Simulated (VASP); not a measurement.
MgC2, 6 atoms in the cell. It takes space group P4_2/mnm (No. 136, tetragonal). Conventional cell: a = 3.951 Å, b = 3.951 Å, c = 4.987 Å, α = 90.00°, β = 90.00°, γ = 90.00°. Within 2.9 Å of Mg (site symmetry mmm) lie 10 C at 2.17 to 2.86 Å. C (site symmetry m2m) has 1 C at 1.26 Å within 1.7 Å. 

```yaml
Program: VASP 6.6.1
Task: single point
Functional: PBE
Potentials_or_basis: VASP PAW PBE potentials, release 64 (Mg, C)
Cutoff: 520 eV
k_mesh: 5 × 5 × 4, shifted
Occupations: gaussian, width 0.01 eV
Spin: no spin polarisation
Dipole_correction: no
Further_INCAR_settings: ALGO = Normal; EDIFF = 1e-07; NBANDS = 19
```

Potentials or basis: VASP PAW PBE potentials, release 64 (Mg, C).

The run is started by

```sh
$ cat potpaw_PBE.64/Mg/POTCAR potpaw_PBE.64/C/POTCAR > POTCAR
$ mpirun -np 1 vasp_std > vasp.out
```

Hardware: 1 thread of Intel Xeon 8259CL (shared host).

Problem. How long does it take, and how much memory?

Solution. Wall time 44 s on 1 thread of Intel Xeon 8259CL, on a shared host, peak memory 0.18 GiB. Counts: scf iterations 14, k points 18.
